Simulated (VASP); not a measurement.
Crystal: SrO.

```
CELL_PARAMETERS angstrom
3.05105 0.00000 0.00000
0.00000 3.05105 0.00000
0.00000 0.00000 3.10287
ATOMIC_POSITIONS crystal
Sr 0.00000 0.00000 0.00000
O 0.50000 0.50000 0.50000
```

This cell differs from its parent crystal: biaxial xy strain -1.7%.

Base run:

- Program: VASP 6.6.1
- Functional: PBE
- Potentials or basis: VASP PAW PBE potentials, release 64 (Sr_sv, O)
- Cutoff: 520 eV
- k mesh: 8 × 8 × 8
- Occupations: fermi-dirac, width 0.02 eV
- Spin: no spin polarisation

Its results: band gap on the k mesh 2.69 eV, indirect (least direct gap 2.74 eV); pressure 7.4 GPa.

Problem. The run is repeated on the same cell with these changes: functional from PBE to r2SCAN; occupations from fermi-dirac, width 0.02 eV to gaussian, width 0.01 eV. What comes out?

Solution. Band gap on the k mesh 3.19 eV, indirect (least direct gap 3.23 eV); pressure 4.6 GPa.

Caveats: the PAW data sets were made with another functional, which shifts forces and pressure a little (some runs).

A k mesh can miss the band edges.
